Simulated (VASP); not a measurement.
A run of VASP 6.6.1 is set up as follows.

Contents of INCAR:

```
SYSTEM = Si
PREC     = Accurate       ! precision mode
ENCUT    = 500            ! plane-wave cutoff, eV
EDIFF    = 1E-6           ! SCF threshold, eV
ISMEAR   = 0              ! smearing method
SIGMA    = 0.02           ! smearing width, eV
LREAL    = .False.        ! projectors in reciprocal space
LASPH    = .True.         ! aspherical terms in the spheres
NELM     = 120            ! most SCF steps
ALGO     = Normal         ! electronic algorithm
ISIF     = 2              ! what is computed and relaxed
LWAVE    = .False.        ! write WAVECAR
LCHARG   = .True.         ! write CHGCAR
GGA      = PE             ! functional
IVDW     = 12             ! dispersion correction
LELF     = .True.         ! ELF
LVHAR    = .True.       
NBANDS   = 11             ! bands
GGA_COMPAT= .False.
```

KPOINTS

```
regular mesh
0
Gamma
  12 12 12
  0 0 0
```

Contents of POSCAR:

```
Si
1.0
    0.0000000000      2.7105837327      2.7105837327
    2.7105837327      0.0000000000      2.7105837327
    2.7105837327      2.7105837327      0.0000000000
Si
2
Direct
    0.5000000000      0.5000000000      0.5000000000
    0.7500000000      0.7500000000      0.7500000000
```

Potentials or basis: VASP PAW PBE potentials, release 64 (Si).

Command:

```sh
$ cat potpaw_PBE.64/Si/POTCAR > POTCAR
$ mpirun -np 1 vasp_std > vasp.out
```

(1) Predict the dispersion energy per atom.

(2) Predict the band gap on the k mesh.

(3) Estimate the pressure.

Results:

(1) -0.316 eV.

(2) 0.56 eV, indirect (least direct gap 2.57 eV).

(3) -0.1 GPa.
